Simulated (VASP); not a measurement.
A run of VASP 6.6.1 is set up as follows.

INCAR

```
SYSTEM = Al7GaN8
ALGO = Normal
EDIFF = 1E-6
ENCUT = 520
GGA = PS
ISIF = 2
ISMEAR = 0
LASPH = .True.
LCHARG = .True.
LELF = .True.
LREAL = Auto
LVHAR = .True.
LWAVE = .False.
NBANDS = 51
NELM = 100
PREC = Accurate
SIGMA = 0.1
```

Contents of KPOINTS:

```
k-points
0
Gamma
  4 3 3
  0 0 0
```

The input POSCAR:

```
Al7GaN8
1.0
    0.0000000000      0.0000000000     -4.9976256400
    3.1233906100      5.4098712300      0.0000000000
    3.1233906100     -5.4098712300      0.0000000000
Ga Al N
1 7 8
Direct
    0.0000000000      0.1666666700      0.3333333300
    0.0000000000      0.1666666700      0.8333333300
    0.0000000000      0.6666666700      0.3333333300
    0.0000000000      0.6666666700      0.8333333300
    0.5000000000      0.3333333300      0.6666666700
    0.5000000000      0.3333333300      0.1666666700
    0.5000000000      0.8333333300      0.6666666700
    0.5000000000      0.8333333300      0.1666666700
    0.6200000000      0.1666666700      0.3333333300
    0.6200000000      0.1666666700      0.8333333300
    0.6200000000      0.6666666700      0.3333333300
    0.6200000000      0.6666666700      0.8333333300
    0.1200000000      0.3333333300      0.6666666700
    0.1200000000      0.3333333300      0.1666666700
    0.1200000000      0.8333333300      0.6666666700
    0.1200000000      0.8333333300      0.1666666700
```

Potentials or basis: VASP PAW PBE potentials, release 64 (Ga_d, Al, N).

Run with:

```bash
$ cat potpaw_PBE.64/Ga_d/POTCAR potpaw_PBE.64/Al/POTCAR potpaw_PBE.64/N/POTCAR > POTCAR
$ mpirun -np 1 vasp_std > vasp.out
```

Task: What does it give for the band gap on the k mesh?

Result: 3.82 eV, direct.

Task: Predict the largest force.

Result: 1.108 eV/Å.

Forces on the atoms (eV/Å):
```
Ga   0.000  0.000 -0.024
Al  -0.033 -0.019 -0.102
Al   0.033 -0.019 -0.102
Al   0.000  0.038 -0.102
Al  -0.004  0.002 -0.134
Al   0.000 -0.005 -0.134
Al   0.000  0.000 -0.126
Al   0.004  0.002 -0.134
N    0.000  0.000  1.108
N    0.003  0.002  0.101
N   -0.003  0.002  0.101
N    0.000 -0.003  0.101
N    0.794 -0.458 -0.229
N    0.000  0.917 -0.229
N    0.000  0.000  0.134
N   -0.794 -0.458 -0.229
```

Caveat: the PAW data sets were made with another functional, which shifts forces and pressure a little. A hybrid or GW would open this gap; PBEsol tends to underestimate it.
